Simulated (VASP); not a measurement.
# Ta in VASP: further runs

Runs on Ta. Level: PBEsol. Tasks: single point.

Everything below comes from runs of VASP 6.6.1. Logs are shortened: lines on timing, memory, paths and dates and some standing lists are left out, and cuts for length are marked.

## 1. The cell of the first run

The cell holds a slab with vacuum, 5 atoms: a = 2.841 Å, b = 2.841 Å, c = 25.279 Å, α = 90.00°, β = 90.00°, γ = 109.47°.

## 2. Single point, PBEsol

Input file INCAR:

```
PREC = Accurate
ENCUT = 520
EDIFF = 1E-6
ISMEAR = -1
SIGMA = 0.05
LREAL = False
LASPH = True
NELM = 80
ALGO = Normal
ISIF = 2
LWAVE = False
LCHARG = False
LDIPOL = True
IDIPOL = 3
DIPOL = 0.5 0.5 0.500
GGA = PS
NBANDS = 36
```

Input file KPOINTS:

```
regular mesh
0
Gamma
  15 15 1
```

Input file POSCAR:

```
Ta
1.0
    2.8411580232      0.0000000000      0.0000000000
   -0.9470526744      2.6786694728      0.0000000000
    0.0000000000      0.0000000000     25.2792000000
Ta
5
Direct
    0.0000000000      0.0000000000      0.3164660425
    0.5000000000      0.5000000000      0.4082330210
    0.0000000000      0.0000000000      0.5000000000
    0.5000000000      0.5000000000      0.5917669790
    0.0000000000      0.0000000000      0.6835339575
```

Potentials or basis: VASP PAW PBE potentials, release 64 (Ta_pv).

Started as:

```
cat potpaw_PBE.64/Ta_pv/POTCAR > POTCAR
mpirun -np 1 vasp_std > vasp.out
```

OUTCAR:

```text
PREC = Accurate
   ENCUT = 520
   EDIFF = 1E-6
   ISMEAR = -1
   LREAL = False
   LASPH = True
   NELM = 80
   ISIF = 2
   GGA = PS

 ion  position               nearest neighbor table
   1  0.000  0.000  0.316-   2 2.84   2 2.84   2 3.28   2 3.28
   2  0.500  0.500  0.408-   1 2.84   1 2.84   3 2.84   3 2.84   1 3.28   1 3.28   3 3.28   3 3.28

   3  0.000  0.000  0.500-   2 2.84   4 2.84   2 2.84   4 2.84   2 3.28   4 3.28   2 3.28   4 3.28

   4  0.500  0.500  0.592-   5 2.84   5 2.84   3 2.84   3 2.84   5 3.28   5 3.28   3 3.28   3 3.28

   5  0.000  0.000  0.684-   4 2.84   4 2.84   4 3.28   4 3.28

  LATTYP: Found a base centered orthorhombic cell.
 ALAT       =     3.2806866990
 B/A-ratio  =     1.4142135624
 C/A-ratio  =     7.7054599599

  Lattice vectors:

 A1 = (   2.8411580232,   0.0000000000,   0.0000000000)
 A2 = (  -0.9470526744,   2.6786694728,   0.0000000000)
 A3 = (   0.0000000000,   0.0000000000,  25.2792000000)

Analysis of symmetry for initial positions (statically):
=====================================================================
 Subroutine PRICEL returns:
 Original cell was already a primitive cell.

 Routine SETGRP: Setting up the symmetry group for a
 base centered orthorhombic supercell.

 Subroutine GETGRP returns: Found  8 space group operations
 (whereof  8 operations were pure point group operations)
 out of a pool of  8 trial point group operations.

The static configuration has the point symmetry D_2h.

Analysis of symmetry for dynamics (positions and initial velocities):
=====================================================================
 Subroutine PRICEL returns:
 Original cell was already a primitive cell.

 Routine SETGRP: Setting up the symmetry group for a
 base centered orthorhombic supercell.

 Subroutine GETGRP returns: Found  8 space group operations
 (whereof  8 operations were pure point group operations)
 out of a pool of  8 trial point group operations.

The dynamic configuration has the point symmetry D_2h.

 Subroutine INISYM returns: Found  8 space group operations
 (whereof  8 operations are pure point group operations),
 and found     1 'primitive' translations

----------------------------------------------------------------------------------------

                                     Primitive cell

  volume of cell :     192.3879

  direct lattice vectors                    reciprocal lattice vectors
     2.841158023  0.000000000  0.000000000     0.351969159  0.124439890  0.000000000
    -0.947052674  2.678669473  0.000000000     0.000000000  0.373319669  0.000000000
     0.000000000  0.000000000 25.279200000     0.000000000  0.000000000  0.039558214

  length of vectors
     2.841158023  2.841158023 25.279200000     0.373319669  0.373319669  0.039558214

  position of ions in fractional coordinates (direct lattice)
     0.000000000  0.000000000  0.316466042
     0.500000000  0.500000000  0.408233021
     0.000000000  0.000000000  0.500000000
     0.500000000  0.500000000  0.591766979
     0.000000000  0.000000000  0.683533958

  ion indices of the primitive-cell ions
   primitive index   ion index
                 1           1
                 2           2
                 3           3
                 4           4
                 5           5

----------------------------------------------------------------------------------------

 KPOINTS: regular mesh

Automatic generation of k-mesh.
 Grid dimensions read from file:
 generate k-points for:   15   15    1

 Generating k-lattice:

  Cartesian coordinates                     Fractional coordinates (reciprocal lattice)
     0.023464611  0.008295993  0.000000000     0.066666667  0.000000000  0.000000000
     0.000000000  0.024887978  0.000000000     0.000000000  0.066666667  0.000000000
     0.000000000  0.000000000  0.039558214     0.000000000  0.000000000  1.000000000

  Length of vectors
     0.024887978  0.024887978  0.039558214

  Shift w.r.t. Gamma in fractional coordinates (k-lattice)
     0.000000000  0.000000000  0.000000000

 Subroutine IBZKPT returns following result:
 ===========================================

 Found     64 irreducible k-points:

 Following reciprocal coordinates:
            Coordinates               Weight
  0.000000  0.000000  0.000000      1.000000
  0.066667 -0.000000  0.000000      4.000000
  0.133333 -0.000000  0.000000      4.000000
  0.200000  0.000000  0.000000      4.000000
  0.266667 -0.000000  0.000000      4.000000
  0.333333 -0.000000  0.000000      4.000000
[... 16 lines left out ...]
  0.133333  0.133333  0.000000      2.000000
  0.200000  0.133333  0.000000      4.000000
 [... further k-points ...]
   k-points           NKPTS =     64   k-points in BZ     NKDIM =     64   number of bands    NBANDS=     36
   number of dos      NEDOS =    301   number of ions     NIONS =      5
   total plane-waves  NPLWV = 110592
   dimension x,y,z NGX =    24 NGY =   24 NGZ =  192
   dimension x,y,z NGXF=    48 NGYF=   48 NGZF=  384
   ions per type =               5
   NGX,Y,Z   is equivalent  to a cutoff of  14.04, 14.04, 12.63 a.u.
   NGXF,Y,Z  is equivalent  to a cutoff of  28.09, 28.09, 25.25 a.u.
 SYSTEM =  unknown system
   PREC   = accura    normal or accurate (medium, high low for compatibility)
   ISTART =      0    job   : 0-new  1-cont  2-samecut
   ICHARG =      2    charge: 1-file 2-atom 10-const
   ISPIN  =      1    spin polarized calculation?
   LNONCOLLINEAR =      F non collinear calculations
   LSORBIT =      F    spin-orbit coupling
   LASPH  =      T    aspherical Exc in radial PAW
   ENCUT  =  520.0 eV  38.22 Ry    6.18 a.u.   5.28  5.28 47.00*2*pi/ulx,y,z
   NELM   =     80;   NELMIN=  2; NELMDL= -5     # of ELM steps
   EDIFF  = 0.1E-05   stopping-criterion for ELM
   LREAL  =      F    real-space projection
   EDIFFG = 0.1E-04   stopping-criterion for IOM
   NSW    =      0    number of steps for IOM
   IBRION =     -1    ionic relax: 0-MD 1-quasi-New 2-CG
   NFREE  =      0    steps in history (QN), initial steepest desc. (CG)
   ISIF   =      2    stress and relaxation
   ISYM   =      2    0-nonsym 1-usesym 2-fastsym
   POTIM  = 0.5000    time-step for ionic-motion
   TEBEG  =    0.0;   TEEND  =   0.0 temperature during run
   PSTRESS=    0.0 pullay stress
   NELECT =      55.0000    total number of electrons
   NUPDOWN=      -1.0000    fix difference up-down
   EMIN   =  10.00;   EMAX   =-10.00  energy-range for DOS
   EFERMI =   0.00;   METHOD = LEGACY
   ISMEAR =    -1;   SIGMA  =   0.05  broadening in eV -4-tet -1-fermi 0-gaus
   EFERMI_NEDOS =   21; number of points for ismear=-14 and -15
   IALGO  =     38    algorithm
   IMIX   =      4    mixing-type and parameters
     AMIX     =   0.40;   BMIX     =  1.00
     AMIX_MAG =   1.60;   BMIX_MAG =  1.00
  volume/ion in A,a.u.               =      38.48       259.66
  Fermi-wavevector in a.u.,A,eV,Ry     =   1.078458  2.037990 15.824542  1.163071
  Thomas-Fermi vector in A             =   2.214397
   LORBIT       =      0    0 simple, 1 ext, 2 COOP (PROOUT), +10 PAW based schemes
   GGA     = PS    functional components
   LHFCALC =     F    Hartree Fock is set to
   AEXX    =    0.0000 exact exchange contribution
   IVDW    =     0    specifies the selected vdW correction
   LEPSILON=     F    determine dielectric tensor
   LRPA    =     F    only Hartree local field effects (RPA)
 non-spin polarized calculation
  energy-cutoff  :      520.00
  volume of cell :      192.39
 maximum number of plane-waves:      5217
 NGX is ok and might be reduce to    24
   NGX = 11   NGY = 11   NGZ = 95

 number of electron      55.0000007 magnetization

 dipolmoment           0.000000      0.000000     -0.000000 electrons x Angstroem

 Free energy of the ion-electron system (eV)
  ---------------------------------------------------
  ext. energy  EPLUGINS =         0.00000000
  ---------------------------------------------------
  free energy    TOTEN  =       -60.25882544 eV

  energy without entropy =      -60.20049910  energy(sigma->0) =      -60.22966227

 E-fermi :   0.0398     XC(G=0):  -6.7517

 val. band max:        0.0372997561   @ k =  -0.1333   0.0667   0.0000
 cond. band min:       0.0443067087   @ k =  -0.1333   0.1333   0.0000
 fundamental gap:      0.0070069526
 Fermi energy:         0.0398215603

 k-point     1 :       0.0000    0.0000    0.0000
  band No.  band energies     occupation
      1     -34.2782      2.00000
      2     -34.2119      2.00000
      3     -33.8448      2.00000
      4     -33.5601      2.00000
      5     -33.5576      2.00000
      6     -33.4543      2.00000
[... 28 lines left out ...]
     35       3.3805      0.00000
     36       3.4645      0.00000

 k-point     2 :       0.0667   -0.0000    0.0000
  band No.  band energies     occupation
      1     -34.2658      2.00000
      2     -34.2051      2.00000
      3     -33.8490      2.00000
      4     -33.5935      2.00000
      5     -33.5738      2.00000
      6     -33.4546      2.00000
[... 28 lines left out ...]
     35       3.2536      0.00000
     36       3.4720      0.00000

 k-point     3 :       0.1333   -0.0000    0.0000
  band No.  band energies     occupation
      1     -34.2309      2.00000
      2     -34.1866      2.00000
      3     -33.8668      2.00000
      4     -33.6877      2.00000
      5     -33.6337      2.00000
      6     -33.4774      2.00000
[... 28 lines left out ...]
     35       3.0975      0.00000
     36       3.3026      0.00000

 k-point     4 :       0.2000    0.0000    0.0000
  band No.  band energies     occupation
      1     -34.1814      2.00000
      2     -34.1629      2.00000
      3     -33.9183      2.00000
      4     -33.8322      2.00000
      5     -33.7376      2.00000
      6     -33.5566      2.00000
[... 28 lines left out ...]
     35       3.1848      0.00000
     36       3.2787      0.00000

 k-point     5 :       0.2667   -0.0000    0.0000
  band No.  band energies     occupation
      1     -34.1490      2.00000
      2     -34.1391      2.00000
      3     -34.0284      2.00000
      4     -33.9980      2.00000
      5     -33.8331      2.00000
      6     -33.6860      2.00000
[... 655 lines left out ...]
 k-point    22 :      -0.0667    0.0667    0.0000
  band No.  band energies     occupation
      1     -34.2651      2.00000
      2     -34.2014      2.00000
      3     -33.8375      2.00000
      4     -33.5800      2.00000
      5     -33.5774      2.00000
      6     -33.4580      2.00000
[... 28 lines left out ...]
     35       2.7750      0.00000
     36       3.1875      0.00000

 k-point    23 :       0.1333    0.1333    0.0000
  band No.  band energies     occupation
      1     -34.1565      2.00000
      2     -34.1544      2.00000
      3     -33.9298      2.00000
      4     -33.8239      2.00000
      5     -33.6930      2.00000
      6     -33.5512      2.00000
[... 28 lines left out ...]
     35       3.2624      0.00000
     36       3.8442      0.00000

 k-point    24 :       0.2000    0.1333    0.0000
  band No.  band energies     occupation
      1     -34.1317      2.00000
      2     -34.1158      2.00000
      3     -33.9779      2.00000
      4     -33.9267      2.00000
      5     -33.7583      2.00000
      6     -33.6408      2.00000
[... 28 lines left out ...]
     35       3.6367      0.00000
     36       3.7858      0.00000

 [... further k-points ...]

------------------------ aborting loop because EDIFF is reached ----------------------------------------

 vacuum level on the upper side and lower side of the slab       (xc-potential included)        -0.174        -0.174

  FORCE on cell =-STRESS in cart. coord.  units (eV):
  Direction    XX          YY          ZZ          XY          YZ          ZX
  --------------------------------------------------------------------------------------
  -------------------------------------------------------------------------------------
  Total       -4.3982939     -4.3346688     -2.6299057      0.0899795      0.0000000      0.0000000
  in kB      -36.6283190    -36.0984588    -21.9014522      0.7493354      0.0000000      0.0000000
  external PRESSURE =     -31.5427433 kB  Pullay stress =       0.0000000 kB

 VOLUME and BASIS-vectors are now :
 -----------------------------------------------------------------------------
  energy-cutoff  :      520.00
  volume of cell :      192.39
      direct lattice vectors                 reciprocal lattice vectors
     2.841158023  0.000000000  0.000000000     0.351969159  0.124439890  0.000000000
    -0.947052674  2.678669473  0.000000000     0.000000000  0.373319669  0.000000000
     0.000000000  0.000000000 25.279200000     0.000000000  0.000000000  0.039558214

 POSITION                                       TOTAL-FORCE (eV/Angst)
 -----------------------------------------------------------------------------------
      0.00000      0.00000      8.00001         0.000000      0.000000      0.494402
      0.94705      1.33933     10.31980        -0.000000      0.000000     -0.428581
      0.00000      0.00000     12.63960         0.000000      0.000000      0.000000
      0.94705      1.33933     14.95940        -0.000000     -0.000000      0.428581
      0.00000      0.00000     17.27919        -0.000000     -0.000000     -0.494402
 -----------------------------------------------------------------------------------
    total drift:                                0.000000      0.000000      0.000000

  FREE ENERGIE OF THE ION-ELECTRON SYSTEM (eV)
  ---------------------------------------------------
  free  energy   TOTEN  =       -60.2588254378 eV

  energy  without entropy=      -60.2004991016  energy(sigma->0) =      -60.22966227

 vacuum level on the upper side and lower side of the slab         4.834         4.834
```

It took 7.1 min on 1 thread of Intel Xeon 6975P-C (Granite Rapids), shared host; peak memory 0.52 GiB.

What came out:

```yaml
Free_energy: -60.2588 eV
Largest_force: 0.494 eV/Å
Band_gap_on_the_k_mesh: zero (an odd number of electrons rules out a gap without spin polarisation)
```

Forces in eV/Å, atoms in the order of the input:
```
Ta   0.000  0.000  0.494
Ta   0.000  0.000 -0.429
Ta   0.000  0.000  0.000
Ta   0.000  0.000  0.429
Ta   0.000  0.000 -0.494
```

Caveat: the PAW data sets were made with another functional, which shifts forces and pressure a little; spin-orbit coupling is left out, which moves the levels of the heavy elements.

## 3. Single point, PBEsol

Input file INCAR:

```
SYSTEM = Ta
ALGO = Normal
EDIFF = 1E-6
ENCUT = 520
GGA = PS
ISIF = 2
ISMEAR = -1
LASPH = .TRUE.
LCHARG = .FALSE.
LREAL = .FALSE.
LWAVE = .FALSE.
NBANDS = 36
NELM = 60
PREC = Accurate
SIGMA = 0.05
```

Input file KPOINTS:

```
k-points
0
G
  15 15 1
  0 0 0
```

Input file POSCAR:

```
Ta
1.0
    2.8411580232      0.0000000000      0.0000000000
   -0.9470526744      2.6786694728      0.0000000000
    0.0000000000      0.0000000000     25.2792000000
Ta
5
Direct
    0.0000000000      0.0000000000      0.3205539351
    0.5000000000      0.5000000000      0.4084162398
    0.0000000000      0.0000000000      0.4999999999
    0.5000000000      0.5000000000      0.5915837594
    0.0000000000      0.0000000000      0.6794460659
```

Potentials or basis: VASP PAW PBE potentials, release 64 (Ta_pv).

Started as:

```
cat potpaw_PBE.64/Ta_pv/POTCAR > POTCAR
mpirun -np 1 vasp_std > vasp.out
```

It took 20 min on 1 thread of AMD EPYC 7R43 (Zen 3), shared host; peak memory 0.48 GiB.

Results (log left out):

| Property | Result |
| --- | --- |
| Free energy | -60.3112 eV |
| Largest force | 0.009 eV/Å |
| Band gap on the k mesh | zero (an odd number of electrons rules out a gap without spin polarisation) |

Forces on the atoms (eV/Å):
```
Ta   0.000  0.000 -0.009
Ta   0.000  0.000 -0.004
Ta   0.000  0.000  0.000
Ta   0.000  0.000  0.004
Ta   0.000  0.000  0.009
```

Levels at points of the mesh, in eV from the Fermi level:
```csv
k point,band 25,band 26,band 27,band 28,band 29,band 30
"(0.00, 0.00, 0.00)",-0.42,0.00,0.39,0.49,0.54,0.84
```

Caveat: the PAW data sets were made with another functional, which shifts forces and pressure a little; spin-orbit coupling is left out, which moves the levels of the heavy elements.
